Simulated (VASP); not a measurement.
# PtSe2 in VASP: a series of runs

The runs below take PtSe2 through single point, with PBE, PBE+D3(BJ).

Program: VASP 6.6.1. These are calculated values, not measurements. Logs are shortened: lines on timing, memory, paths and dates and some standing lists are left out, and cuts for length are marked.

## (1) The cell of the first run

The cell holds a sheet with vacuum, 15 atoms: a = 3.727 Å, b = 3.727 Å, c = 69.520 Å, α = 90.00°, β = 90.00°, γ = 120.00°.

## (2) Single point, PBE

INCAR

```
SYSTEM = PtSe2
PREC = Accurate
ENCUT = 520
EDIFF = 1E-7
ISMEAR = 0
SIGMA = 0.01
LREAL = Auto
LASPH = .True.
NELM = 80
ALGO = Normal
ISIF = 2
LWAVE = .False.
LCHARG = .False.
LDIPOL = .True.
IDIPOL = 3
DIPOL = 0.5 0.5 0.294
GGA = PE
NBANDS = 68
```

KPOINTS

```
Automatic mesh
0
Gamma
  12 12 1
  0 0 0
```

POSCAR

```
PtSe2
1.0
    3.7270000000      0.0000000000      0.0000000000
   -1.8635000000      3.2276766799      0.0000000000
    0.0000000000      0.0000000000     69.5199999968
Se Pt
10 5
Direct
    0.6666666667      0.3333333333      0.1332136639
    0.3333333333      0.6666666667      0.1708898637
    0.6666666667      0.3333333333      0.2045165784
    0.3333333333      0.6666666667      0.2420483141
    0.6666666667      0.3333333333      0.2750948046
    0.3333333333      0.6666666667      0.3126497294
    0.6666666667      0.3333333333      0.3456962199
    0.3333333333      0.6666666667      0.3832279556
    0.6666666667      0.3333333333      0.4168546703
    0.3333333333      0.6666666667      0.4545308701
    0.0000000000      0.0000000000      0.1523119009
    0.0000000000      0.0000000000      0.2232821444
    0.0000000000      0.0000000000      0.2938722670
    0.0000000000      0.0000000000      0.3644623896
    0.0000000000      0.0000000000      0.4354326330
```

Potentials or basis: VASP PAW PBE potentials, release 64 (Se, Pt).

On the command line:

```bash
$ cat potpaw_PBE.64/Se/POTCAR potpaw_PBE.64/Pt/POTCAR > POTCAR
$ mpirun -np 1 vasp_std > vasp.out
```

OUTCAR:

```text
SYSTEM = PtSe2
   PREC = Accurate
   ENCUT = 520
   EDIFF = 1E-7
   ISMEAR = 0
   LREAL = Auto
   LASPH = .True.
   NELM = 80
   ISIF = 2
   GGA = PE

 ion  position               nearest neighbor table
   1  0.667  0.333  0.133-  11 2.53  11 2.53  11 2.53
   2  0.333  0.667  0.171-  11 2.51  11 2.51  11 2.51
   3  0.667  0.333  0.205-  12 2.52  12 2.52  12 2.52
   4  0.333  0.667  0.242-  12 2.52  12 2.52  12 2.52
   5  0.667  0.333  0.275-  13 2.52  13 2.52  13 2.52
   6  0.333  0.667  0.313-  13 2.52  13 2.52  13 2.52
   7  0.667  0.333  0.346-  14 2.52  14 2.52  14 2.52
   8  0.333  0.667  0.383-  14 2.52  14 2.52  14 2.52
   9  0.667  0.333  0.417-  15 2.51  15 2.51  15 2.51
  10  0.333  0.667  0.455-  15 2.53  15 2.53  15 2.53
  11  0.000  0.000  0.152-   2 2.51   2 2.51   2 2.51   1 2.53   1 2.53   1 2.53
  12  0.000  0.000  0.223-   3 2.52   3 2.52   3 2.52   4 2.52   4 2.52   4 2.52
  13  0.000  0.000  0.294-   5 2.52   6 2.52   5 2.52   6 2.52   5 2.52   6 2.52
  14  0.000  0.000  0.364-   8 2.52   8 2.52   8 2.52   7 2.52   7 2.52   7 2.52
  15  0.000  0.000  0.435-   9 2.51   9 2.51   9 2.51  10 2.53  10 2.53  10 2.53

  LATTYP: Found a hexagonal cell.
 ALAT       =     3.7270000000
 C/A-ratio  =    18.6530721752

  Lattice vectors:

 A1 = (   3.7270000000,   0.0000000000,   0.0000000000)
 A2 = (  -1.8635000000,   3.2276766799,   0.0000000000)
 A3 = (   0.0000000000,   0.0000000000,  69.5199999968)

Analysis of symmetry for initial positions (statically):
=====================================================================
 Subroutine PRICEL returns:
 Original cell was already a primitive cell.

 Routine SETGRP: Setting up the symmetry group for a
 hexagonal supercell.

 Subroutine GETGRP returns: Found 12 space group operations
 (whereof  6 operations were pure point group operations)
 out of a pool of 24 trial point group operations.

The static configuration has the point symmetry C_3v.
 The point group associated with its full space group is D_3d.

Analysis of symmetry for dynamics (positions and initial velocities):
=====================================================================
 Subroutine PRICEL returns:
 Original cell was already a primitive cell.

 Routine SETGRP: Setting up the symmetry group for a
 hexagonal supercell.

 Subroutine GETGRP returns: Found 12 space group operations
 (whereof  6 operations were pure point group operations)
 out of a pool of 24 trial point group operations.

The dynamic configuration has the point symmetry C_3v.
 The point group associated with its full space group is D_3d.

 Subroutine INISYM returns: Found 12 space group operations
 (whereof  6 operations are pure point group operations),
 and found     1 'primitive' translations

----------------------------------------------------------------------------------------

                                     Primitive cell

  volume of cell :     836.2944

  direct lattice vectors                    reciprocal lattice vectors
     3.727000000  0.000000000  0.000000000     0.268312316  0.154910188  0.000000000
    -1.863500000  3.227676680  0.000000000     0.000000000  0.309820375  0.000000000
     0.000000000  0.000000000 69.519999997     0.000000000  0.000000000  0.014384350

  length of vectors
     3.727000000  3.727000000 69.519999997     0.309820375  0.309820375  0.014384350

  position of ions in fractional coordinates (direct lattice)
     0.666666667  0.333333333  0.133213664
     0.333333333  0.666666667  0.170889864
     0.666666667  0.333333333  0.204516578
     0.333333333  0.666666667  0.242048314
     0.666666667  0.333333333  0.275094805
     0.333333333  0.666666667  0.312649729
     0.666666667  0.333333333  0.345696220
     0.333333333  0.666666667  0.383227956
     0.666666667  0.333333333  0.416854670
     0.333333333  0.666666667  0.454530870
     0.000000000  0.000000000  0.152311901
[... 36 lines left out ...]
     0.000000000  0.000000000  0.014384350     0.000000000  0.000000000  1.000000000

  Length of vectors
     0.025818365  0.025818365  0.014384350

  Shift w.r.t. Gamma in fractional coordinates (k-lattice)
     0.000000000  0.000000000  0.000000000

 Subroutine IBZKPT returns following result:
 ===========================================

 Found     19 irreducible k-points:

 Following reciprocal coordinates:
            Coordinates               Weight
  0.000000  0.000000  0.000000      1.000000
  0.083333 -0.000000  0.000000      6.000000
  0.166667 -0.000000  0.000000      6.000000
  0.250000  0.000000  0.000000      6.000000
  0.333333  0.000000  0.000000      6.000000
  0.416667  0.000000  0.000000      6.000000
[... 11 lines left out ...]
  0.333333  0.250000  0.000000     12.000000
  0.333333  0.333333  0.000000      2.000000
   k-points           NKPTS =     19   k-points in BZ     NKDIM =     19   number of bands    NBANDS=     68
   number of dos      NEDOS =    301   number of ions     NIONS =     15
   total plane-waves  NPLWV = 423360
   dimension x,y,z NGX =    28 NGY =   28 NGZ =  540
   dimension x,y,z NGXF=    56 NGYF=   56 NGZF= 1080
   ions per type =              10   5
   NGX,Y,Z   is equivalent  to a cutoff of  12.49, 12.49, 12.91 a.u.
   NGXF,Y,Z  is equivalent  to a cutoff of  24.98, 24.98, 25.83 a.u.
 SYSTEM =  PtSe2
   PREC   = accura    normal or accurate (medium, high low for compatibility)
   ISTART =      0    job   : 0-new  1-cont  2-samecut
   ICHARG =      2    charge: 1-file 2-atom 10-const
   ISPIN  =      1    spin polarized calculation?
   LNONCOLLINEAR =      F non collinear calculations
   LSORBIT =      F    spin-orbit coupling
   LASPH  =      T    aspherical Exc in radial PAW
   ENCUT  =  520.0 eV  38.22 Ry    6.18 a.u.   6.93  6.93129.26*2*pi/ulx,y,z
   NELM   =     80;   NELMIN=  2; NELMDL= -5     # of ELM steps
   EDIFF  = 0.1E-06   stopping-criterion for ELM
   LREAL  =      T    real-space projection
   EDIFFG = 0.1E-05   stopping-criterion for IOM
   NSW    =      0    number of steps for IOM
   IBRION =     -1    ionic relax: 0-MD 1-quasi-New 2-CG
   NFREE  =      0    steps in history (QN), initial steepest desc. (CG)
   ISIF   =      2    stress and relaxation
   ISYM   =      2    0-nonsym 1-usesym 2-fastsym
   POTIM  = 0.5000    time-step for ionic-motion
   TEBEG  =    0.0;   TEEND  =   0.0 temperature during run
   PSTRESS=    0.0 pullay stress
   NELECT =     110.0000    total number of electrons
   NUPDOWN=      -1.0000    fix difference up-down
   EMIN   =  10.00;   EMAX   =-10.00  energy-range for DOS
   EFERMI =   0.00;   METHOD = LEGACY
   ISMEAR =     0;   SIGMA  =   0.01  broadening in eV -4-tet -1-fermi 0-gaus
   EFERMI_NEDOS =   21; number of points for ismear=-14 and -15
   IALGO  =     38    algorithm
   IMIX   =      4    mixing-type and parameters
     AMIX     =   0.40;   BMIX     =  1.00
     AMIX_MAG =   1.60;   BMIX_MAG =  1.00
  volume/ion in A,a.u.               =      55.75       376.24
  Fermi-wavevector in a.u.,A,eV,Ry     =   0.832567  1.573324  9.431127  0.693168
  Thomas-Fermi vector in A             =   1.945645
   LORBIT       =      0    0 simple, 1 ext, 2 COOP (PROOUT), +10 PAW based schemes
   GGA     = PE    functional components
   LHFCALC =     F    Hartree Fock is set to
   AEXX    =    0.0000 exact exchange contribution
   IVDW    =     0    specifies the selected vdW correction
   LEPSILON=     F    determine dielectric tensor
   LRPA    =     F    only Hartree local field effects (RPA)
 non-spin polarized calculation
 Gauss-broadening in eV      SIGMA  =   0.01
  energy-cutoff  :      520.00
  volume of cell :      836.29
 maximum number of plane-waves:     22601
 NGX is ok and might be reduce to    28
   NGX = 13   NGY = 13   NGZ =259

 dipolmoment           0.000000      0.000000     -0.000000 electrons x Angstroem

 number of electron     109.9999994 magnetization

 dipolmoment           0.000000      0.000000      0.000001 electrons x Angstroem

 Free energy of the ion-electron system (eV)
  ---------------------------------------------------
  ext. energy  EPLUGINS =         0.00000000
  ---------------------------------------------------
  free energy    TOTEN  =       -71.01973443 eV

  energy without entropy =      -71.01932977  energy(sigma->0) =      -71.01953210

 E-fermi :  -0.6041     XC(G=0):  -4.0503

 val. band max:       -0.6209727416   @ k =   0.3333   0.3333   0.0000
 cond. band min:      -0.5992697426   @ k =   0.3333   0.2500   0.0000
 fundamental gap:      0.0217029990
 Fermi energy:        -0.6041337930

 k-point     1 :       0.0000    0.0000    0.0000
  band No.  band energies     occupation
      1     -16.3587      2.00000
      2     -16.1967      2.00000
      3     -15.9767      2.00000
      4     -15.7266      2.00000
      5     -15.5361      2.00000
      6     -14.7355      2.00000
[... 1319 lines left out ...]
     66       3.2605      0.00000
     67       3.7695      0.00000
 [bands above 67 left out]

------------------------ aborting loop because EDIFF is reached ----------------------------------------

 vacuum level on the upper side and lower side of the slab       (xc-potential included)        -0.005        -0.005

  FORCE on cell =-STRESS in cart. coord.  units (eV):
  Direction    XX          YY          ZZ          XY          YZ          ZX
  --------------------------------------------------------------------------------------
  -------------------------------------------------------------------------------------
  Total        9.6188635      9.6188635      6.0388900     -0.0000000      0.0000000     -0.0000000
  in kB       18.4278711     18.4278711     11.5693383     -0.0000000      0.0000000     -0.0000000
  external PRESSURE =      16.1416935 kB  Pullay stress =       0.0000000 kB

 VOLUME and BASIS-vectors are now :
 -----------------------------------------------------------------------------
  energy-cutoff  :      520.00
  volume of cell :      836.29
      direct lattice vectors                 reciprocal lattice vectors
     3.727000000  0.000000000  0.000000000     0.268312316  0.154910188  0.000000000
    -1.863500000  3.227676680  0.000000000     0.000000000  0.309820375  0.000000000
     0.000000000  0.000000000 69.519999997     0.000000000  0.000000000  0.014384350

 POSITION                                       TOTAL-FORCE (eV/Angst)
 -----------------------------------------------------------------------------------
      1.86350      1.07589      9.26101        -0.000000     -0.000000     -0.114883
     -0.00000      2.15178     11.88026         0.000000      0.000000     -0.054447
      1.86350      1.07589     14.21799         0.000000     -0.000000      0.004130
     -0.00000      2.15178     16.82720        -0.000000      0.000000     -0.016371
      1.86350      1.07589     19.12459         0.000000     -0.000000      0.008665
     -0.00000      2.15178     21.73541        -0.000000      0.000000     -0.008665
      1.86350      1.07589     24.03280        -0.000000     -0.000000      0.016371
     -0.00000      2.15178     26.64201        -0.000000      0.000000     -0.004130
      1.86350      1.07589     28.97974        -0.000000     -0.000000      0.054447
     -0.00000      2.15178     31.59899         0.000000     -0.000000      0.114883
      0.00000      0.00000     10.58872         0.000000     -0.000000     -0.125994
      0.00000      0.00000     15.52257         0.000000     -0.000000     -0.011634
      0.00000      0.00000     20.43000         0.000000     -0.000000      0.000000
      0.00000      0.00000     25.33743        -0.000000     -0.000000      0.011634
      0.00000      0.00000     30.27128        -0.000000     -0.000000      0.125994
 -----------------------------------------------------------------------------------
    total drift:                               -0.000000      0.000000      0.000031

  FREE ENERGIE OF THE ION-ELECTRON SYSTEM (eV)
  ---------------------------------------------------
  free  energy   TOTEN  =       -71.0197344343 eV

  energy  without entropy=      -71.0193297744  energy(sigma->0) =      -71.01953210

 vacuum level on the upper side and lower side of the slab         4.074         4.074
```

It took 29 min on 1 thread of AMD EPYC 9R45 (Zen 5), shared host; peak memory 1.2 GiB.

What came out:

```
Free energy            : -71.0197 eV
Largest force          : 0.126 eV/Å
Band gap on the k mesh : zero (bands 55 and 56 overlap by 0.39 eV)
```

Forces on the atoms (eV/Å):
```
Se   0.000  0.000 -0.115
Se   0.000  0.000 -0.054
Se   0.000  0.000  0.004
Se   0.000  0.000 -0.016
Se   0.000  0.000  0.009
Se   0.000  0.000 -0.009
Se   0.000  0.000  0.016
Se   0.000  0.000 -0.004
Se   0.000  0.000  0.054
Se   0.000  0.000  0.115
Pt   0.000  0.000 -0.126
Pt   0.000  0.000 -0.012
Pt   0.000  0.000  0.000
Pt   0.000  0.000  0.012
Pt   0.000  0.000  0.126
```

Levels at points of the mesh, in eV from the Fermi level:
| k point | band 53 | band 54 | band 55 | band 56 | band 57 | band 58 |
| --- | --- | --- | --- | --- | --- | --- |
| (0.00, 0.00, 0.00) | -0.92 | -0.23 | 0.37 | 1.16 | 1.16 | 1.45 |
| (0.50, 0.00, 0.00) | -2.31 | -1.81 | -1.43 | 0.57 | 0.71 | 0.94 |

Caveat: spin-orbit coupling is left out, which moves the levels of the heavy elements.

[end of part 1 of 2]
